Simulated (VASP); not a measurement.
Write the native input for VASP 6.6.1 that does the following.

```yaml
Task: single point
Functional: PBE
Potentials_or_basis: VASP PAW PBE potentials, release 64 (Hf_pv, Sn_d, Se)
Cutoff: 520 eV
k_mesh: 4 × 4 × 4
Occupations: gaussian, width 0.1 eV
Spin: no spin polarisation
Dipole_correction: no
Further_INCAR_settings: ALGO = Normal; EDIFF = 1e-06; NBANDS = 33
```

The structure of HfSnSe4 lies in POSCAR:

```
HfSnSe4
1.0
    6.7498096000      0.0000000000      0.0000000000
    0.0000000000      3.7814498000      0.0000000000
   -0.1650483000      0.0000000000      7.1129297000
Hf Sn Se
1 1 4
Direct
    0.5000000000      0.5000000000      0.0000000000
    0.0000000000      0.0000000000      0.0000000000
    0.3374020000      0.0000000000      0.7760260000
    0.8226690000      0.5000000000      0.7771670000
    0.1773310000      0.5000000000      0.2228330000
    0.6625980000      0.0000000000      0.2239740000
```

These files were run (other wordings do the same):

INCAR

```
SYSTEM = HfSnSe4
PREC     = Accurate       ! precision mode
ENCUT    = 520            ! plane-wave cutoff, eV
EDIFF    = 1E-6           ! SCF threshold, eV
ISMEAR   = 0              ! smearing method
SIGMA    = 0.1            ! smearing width, eV
LREAL    = .False.        ! projectors in reciprocal space
LASPH    = .True.         ! aspherical terms in the spheres
NELM     = 60             ! most SCF steps
ALGO     = Normal         ! electronic algorithm
ISIF     = 2              ! what is computed and relaxed
LWAVE    = .False.        ! write WAVECAR
LCHARG   = .False.        ! write CHGCAR
GGA      = PE             ! functional
NBANDS   = 33             ! bands
```

KPOINTS

```
regular mesh
0
Gamma
  4 4 4
  0 0 0
```

Potentials or basis: VASP PAW PBE potentials, release 64 (Hf_pv, Sn_d, Se).

The run is started by

```sh
$ cat potpaw_PBE.64/Hf_pv/POTCAR potpaw_PBE.64/Sn_d/POTCAR potpaw_PBE.64/Se/POTCAR > POTCAR
$ mpirun -np 1 vasp_std > vasp.out
```

It gave:

The pressure is 0.0 GPa, the largest force is 0.065 eV/Å and the band gap on the k mesh is zero (bands 24 and 25 overlap by 0.41 eV).

Caveat: the k points lie up to 0.42 Å⁻¹ apart; spin-orbit coupling is left out, which moves the levels of the heavy elements; this functional lacks dispersion, which binds the layers, so the pressure and a relaxed spacing across them are unreliable.

Wall time 2.8 min on 1 thread of AMD EPYC 9R45 (Zen 5) (shared host), peak memory 0.33 GiB.
